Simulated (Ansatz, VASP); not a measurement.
## One calculation of LiF, two programs

INCAR

```
SYSTEM = LiF
PREC = Accurate
ENCUT = 520
EDIFF = 1E-7
ISMEAR = 0
SIGMA = 0.05
LREAL = .FALSE.
LASPH = .TRUE.
NELM = 100
ALGO = Normal
ISIF = 2
LWAVE = .FALSE.
LCHARG = .TRUE.
GGA = CA
LELF = .TRUE.
LVHAR = .TRUE.
NBANDS = 18
```

Contents of KPOINTS:

```
regular mesh
0
G
  9 9 6
  0 0 0
```

File POSCAR:

```
LiF
1.0
    3.1527680120      0.0000000000      0.0000000000
   -1.5763840060      2.7303771907      0.0000000000
    0.0000000000      0.0000000000      4.7352147014
Li F
2 2
Direct
    0.3333333333      0.6666666667      0.3811542600
    0.6666666667      0.3333333333      0.8811542600
    0.3333333333      0.6666666667      0.9938437400
    0.6666666667      0.3333333333      0.4938437400
```

Input for Ansatz:

```yaml
crystal:
  lattice:
    - [3.152768012, 0.0, 0.0]
    - [-1.576384006, 2.7303771907, 0.0]
    - [0.0, 0.0, 4.7352147014]
  atoms:
    - { symbol: Li, position: [0.3333333333, 0.6666666667, 0.38115426] }
    - { symbol: Li, position: [0.6666666667, 0.3333333333, 0.88115426] }
    - { symbol: F, position: [0.3333333333, 0.6666666667, 0.99384374] }
    - { symbol: F, position: [0.6666666667, 0.3333333333, 0.49384374] }
basis:
  ecutwfc: 420
kpoints:
  mp_grid: { grid: [9, 9, 6] }
hamiltonian:
  xc: lda
scf:
  occupations: { method: gaussian, width: 0.05 }
output:
  forces: true
  stress: true
  eigenvalues: true
```

Change from the starting cell: strain +0.030 along x and y, -0.015 along z, atoms carried along.

Alike in both runs: task single point; functional LDA; k mesh 9 × 9 × 6; occupations gaussian, width 0.05 eV; no spin polarisation.

```csv
,VASP,Ansatz
version,VASP 6.6.1,Ansatz 0.2.0
potentials or method,"VASP PAW LDA potentials, release 64 (Li_sv, F), cutoff 520 eV","scalar-relativistic, plane waves, PAW"
valence electrons in the cell,20,20
```

```tsv
	VASP	Ansatz	Ansatz less VASP
gap on the k mesh at the Fermi level (eV)	7.31	7.33	+0.014
least direct gap on the mesh (eV)	7.31	7.33	+0.014
rms of the force components (eV/Å)	0.079	0.076	-0.0027
```

LDA's correlation is that of Perdew and Zunger in VASP and of Perdew and Wang (1992) in Ansatz. Atom by atom the forces differ by 0.003 eV/Å (rms over components).

Noted on VASP's run: the cutoff is short for stress, so the pressure is rough.
